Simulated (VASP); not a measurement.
# Sc (Fm-3m) in VASP: notebook, part 2 of 2

VASP 6.6.1. The steps go on from the part before.

### Step 3. Relaxation of cell and atoms, r2SCAN

POSCAR reads:

```
Sc
1.0
    0.0000000000      2.3245392165      2.3245392165
    2.3245392165      0.0000000000      2.3245392165
    2.3245392165      2.3245392165      0.0000000000
Sc
1
Direct
    0.0000000000      0.0000000000      0.0000000000
```

INCAR.step1 reads:

```
ALGO = Normal ; EDIFF = 1E-4
ENCUT = 600 ; GGA = PE
ISMEAR = 1 ; LASPH = T
LCHARG = F ; LREAL = F
LWAVE = T ; NELM = 100
PREC = Accurate ; SIGMA = 0.05
```

INCAR.step2 reads:

```
ALGO = Normal ; EDIFF = 1E-6
EDIFFG = -0.03 ; ENCUT = 600
IBRION = 2 ; ISIF = 3
ISMEAR = 1 ; ISTART = 1
LASPH = T ; LCHARG = F
LMIXTAU = T ; LREAL = F
LWAVE = F ; METAGGA = R2SCAN
NELM = 100 ; NSW = 80
PREC = Accurate ; SIGMA = 0.05
```

KPOINTS reads:

```
k-points
0
Gamma
  15 15 15
```

Potentials or basis: VASP PAW PBE potentials, release 64 (Sc_sv).

On the command line:

```bash
> cat potpaw_PBE.64/Sc_sv/POTCAR > POTCAR
> cp INCAR.step1 INCAR
> mpirun -np 1 vasp_std > vasp.out
> cp INCAR.step2 INCAR
> mpirun -np 1 vasp_std > vasp.out
```

OUTCAR:

```text
EDIFF = 1E-6
   EDIFFG = -0.03
   ENCUT = 600
   IBRION = 2
   ISIF = 3
   ISMEAR = 1
   ISTART = 1
   LASPH = T
   LREAL = F
   METAGGA = R2SCAN
   NELM = 100
   NSW = 80
   PREC = Accurate

 ion  position               nearest neighbor table
   1  0.000  0.000  0.000-

  LATTYP: Found a face centered cubic cell.
 ALAT       =     4.6490784330

  Lattice vectors:

 A1 = (   0.0000000000,   2.3245392165,   2.3245392165)
 A2 = (   2.3245392165,   0.0000000000,   2.3245392165)
 A3 = (   2.3245392165,   2.3245392165,   0.0000000000)

Analysis of symmetry for initial positions (statically):
=====================================================================
 Subroutine PRICEL returns:
 Original cell was already a primitive cell.

 Routine SETGRP: Setting up the symmetry group for a
 face centered cubic supercell.

 Subroutine GETGRP returns: Found 48 space group operations
 (whereof 48 operations were pure point group operations)
 out of a pool of 48 trial point group operations.

The static configuration has the point symmetry O_h .

Analysis of symmetry for dynamics (positions and initial velocities):
=====================================================================
 Subroutine PRICEL returns:
 Original cell was already a primitive cell.

 Routine SETGRP: Setting up the symmetry group for a
 face centered cubic supercell.

 Subroutine GETGRP returns: Found 48 space group operations
 (whereof 48 operations were pure point group operations)
 out of a pool of 48 trial point group operations.

The dynamic configuration has the point symmetry O_h .

 Subroutine INISYM returns: Found 48 space group operations
 (whereof 48 operations are pure point group operations),
 and found     1 'primitive' translations

----------------------------------------------------------------------------------------
[... 114 lines left out ...]
  Thomas-Fermi vector in A             =   2.377479
   LORBIT       =      0    0 simple, 1 ext, 2 COOP (PROOUT), +10 PAW based schemes
   METAGGA = R2SCAN    functional components
   LHFCALC =     F    Hartree Fock is set to
   AEXX    =    0.0000 exact exchange contribution
   IVDW    =     0    specifies the selected vdW correction
   LEPSILON=     F    determine dielectric tensor
   LRPA    =     F    only Hartree local field effects (RPA)
 conjugate gradient relaxation of ions
 non-spin polarized calculation
 Methfessel and Paxton  Order N= 1 SIGMA  =   0.05
  energy-cutoff  :      600.00
  volume of cell :       25.12
 maximum number of plane-waves:       872
   NGX = 13   NGY = 13   NGZ = 13

 number of electron      10.9999999 magnetization

 Free energy of the ion-electron system (eV)
  ---------------------------------------------------
  ext. energy  EPLUGINS =         0.00000000
  ---------------------------------------------------
  free energy    TOTEN  =       -11.29619410 eV

  energy without entropy =      -11.29580160  energy(sigma->0) =      -11.29606327

 E-fermi :   3.6556     XC(G=0): -10.5318

 val. band max:        3.6472661668   @ k =  -0.4667   0.2667   0.1333
 cond. band min:       3.6620320494   @ k =  -0.3333   0.4000   0.2000
 fundamental gap:      0.0147658826
 Fermi energy:         3.6555676888

 k-point     1 :       0.0000    0.0000    0.0000
  band No.  band energies     occupation
      1     -47.9495      2.00000
      2     -25.3925      2.00000
      3     -25.3925      2.00000
      4     -25.3925      2.00000
      5      -1.8679      2.00000
      6       5.4323      0.00000
      7       5.4323      0.00000
      8       5.4323      0.00000
      9       6.8582      0.00000
[... 265 lines left out ...]
 k-point    24 :       0.2000    0.1333    0.0000
  band No.  band energies     occupation
      1     -47.9293      2.00000
      2     -25.5022      2.00000
      3     -25.4267      2.00000
      4     -25.4237      2.00000
      5      -0.8640      2.00000
      6       4.6982      0.00000
      7       5.7711      0.00000
      8       5.8255      0.00000
      9       6.2475      0.00000

 [... further k-points ...]

------------------------ aborting loop because EDIFF is reached ----------------------------------------

  FORCE on cell =-STRESS in cart. coord.  units (eV):
  Direction    XX          YY          ZZ          XY          YZ          ZX
  --------------------------------------------------------------------------------------
  -------------------------------------------------------------------------------------
  Total        0.0263082      0.0263082      0.0263082      0.0000000      0.0000000      0.0000000
  in kB        1.6778793      1.6778793      1.6778793      0.0000000      0.0000000      0.0000000
  external PRESSURE =       1.6778793 kB  Pullay stress =       0.0000000 kB

 VOLUME and BASIS-vectors are now :
 -----------------------------------------------------------------------------
  energy-cutoff  :      600.00
  volume of cell :       25.12
      direct lattice vectors                 reciprocal lattice vectors
     0.000000000  2.324539216  2.324539216    -0.215096393  0.215096393  0.215096393
     2.324539216  0.000000000  2.324539216     0.215096393 -0.215096393  0.215096393
     2.324539216  2.324539216  0.000000000     0.215096393  0.215096393 -0.215096393

 POSITION                                       TOTAL-FORCE (eV/Angst)
 -----------------------------------------------------------------------------------
      0.00000      0.00000      0.00000         0.000000     -0.000000     -0.000000
 -----------------------------------------------------------------------------------
    total drift:                               -0.000000     -0.000000     -0.000000

  FREE ENERGIE OF THE ION-ELECTRON SYSTEM (eV)
  ---------------------------------------------------
  free  energy   TOTEN  =       -11.2961940976 eV

  energy  without entropy=      -11.2958016003  energy(sigma->0) =      -11.29606327

 reached required accuracy - stopping structural energy minimisation
```

OUTCAR.step1:

```text
EDIFF = 1E-4
   ENCUT = 600
   GGA = PE
   ISMEAR = 1
   LASPH = T
[... 503 lines left out ...]

 POSITION                                       TOTAL-FORCE (eV/Angst)
 -----------------------------------------------------------------------------------
      0.00000      0.00000      0.00000         0.000000      0.000000      0.000000
 -----------------------------------------------------------------------------------
    total drift:                               -0.000000     -0.000000     -0.000000

  FREE ENERGIE OF THE ION-ELECTRON SYSTEM (eV)
  ---------------------------------------------------
  free  energy   TOTEN  =        -6.1986261228 eV

  energy  without entropy=       -6.1981329285  energy(sigma->0) =       -6.19846172
```

Wall time 70 s (1 thread of Intel Xeon Platinum 8559C (Emerald Rapids), shared host); peak memory 0.18 GiB.

Results:

| Quantity | Value |
| --- | --- |
| Free energy | -11.2962 eV |
| Pressure after relaxing | 0.2 GPa |
| Band gap on the k mesh | zero (an odd number of electrons rules out a gap without spin polarisation) |

Final structure:
```cif
data_structure
_symmetry_space_group_name_H-M 'P 1'
_symmetry_Int_Tables_number 1
_cell_length_a 3.2874
_cell_length_b 3.2874
_cell_length_c 3.2874
_cell_angle_alpha 60.000
_cell_angle_beta 60.000
_cell_angle_gamma 60.000
_cell_volume 25.12
loop_
_atom_site_label
_atom_site_type_symbol
_atom_site_fract_x
_atom_site_fract_y
_atom_site_fract_z
_atom_site_occupancy
Sc1 Sc 0.00000 0.00000 0.00000 1
```

Caveat: the PAW data sets were made with another functional, which shifts forces and pressure a little.
